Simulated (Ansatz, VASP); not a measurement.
Two plane-wave programs on KCl

```xyz
4
Lattice="0.0000 -3.1207 -3.1207 -3.1207 0.0000 -3.1207 3.1207 3.1207 -6.2414" Properties=species:S:1:pos:R:3 pbc="T T T"
K     0.0000    0.0000   -6.2414
K    -3.1207    0.0000   -3.1207
Cl    0.0000    0.0000   -9.3621
Cl    0.0000    0.0000   -3.1207
```

Alike in both runs: task single point; functional PBEsol; k mesh 6 × 6 × 6; occupations gaussian, width 0.05 eV; no spin polarisation.

|  | VASP | Ansatz |
| --- | --- | --- |
| version | VASP 6.6.1 | Ansatz 0.2.0 |
| potentials or method | VASP PAW PBE potentials, release 64 (K_sv, Cl), cutoff 520 eV | scalar-relativistic, plane waves, PAW |
| valence electrons in the cell | 32 | 32 |

Ansatz gave:

- gap on the k mesh at the Fermi level (eV): 5.11
- least direct gap on the mesh (eV): 5.11
- pressure (GPa): 0.0

Task: Which values does VASP return?

Result: gap on the k mesh at the Fermi level (eV): 5.10; least direct gap on the mesh (eV): 5.10; pressure (GPa): 0.1.

VASP's potentials were made for PBE, not for PBEsol. With one functional, cell and mesh, what is left measures potentials, basis and numerics.
